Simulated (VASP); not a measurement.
The system is HfH3.

```
Hf H
1.0
     3.08455    0.00000    0.00000
     0.00000    3.08455    0.00000
     0.00000    0.00000    3.08455
Hf H
1 3
Cartesian
  0.0000 0.0000 0.0000
  0.0000 1.5423 1.5423
  1.5423 0.0000 1.5423
  1.5423 1.5423 0.0000
```

```yaml
Program: VASP 6.6.1
Task: relaxation of cell and atoms
Functional: PBEsol
Dispersion: D3(BJ)
Potentials_or_basis: VASP PAW PBE potentials, release 64 (Hf_pv, H)
Cutoff: 600 eV
k_mesh: 7 × 7 × 7
Occupations: methfessel-paxton, width 0.1 eV
Spin: no spin polarisation
```

At the start: pressure -8.4 GPa; volume 7.34 Å³/atom.

Problem. How do energy, volume and symmetry change on relaxing?

Solution. Over 3 steps the energy falls by 11.9 meV/atom and the volume is 6.91 Å³/atom (-5.8 %); space group Pm-3m (No. 221, to 0.05 Å).

Step by step:
| step | energy change (eV) | largest force (eV/Å) | pressure (GPa) | volume (Å³) |
| --- | --- | --- | --- | --- |
| 1 | 0.0000 | 0.0000 | -8.39 | 29.35 |
| 2 | -0.0473 | 0.0000 | -0.62 | 27.75 |
| 3 | -0.0475 | 0.0000 | -0.03 | 27.64 |

Final structure:
```xyz
4
Lattice="3.0236 0.0000 0.0000 0.0000 3.0236 0.0000 0.0000 0.0000 3.0236" Properties=species:S:1:pos:R:3 pbc="T T T"
Hf    0.0000    0.0000    0.0000
H     0.0000    1.5118    1.5118
H     1.5118    0.0000    1.5118
H     1.5118    1.5118    0.0000
```

Caveat: the PAW data sets were made with another functional, which shifts forces and pressure a little; pairwise dispersion overbinds metals, which lowers pressure and volume.
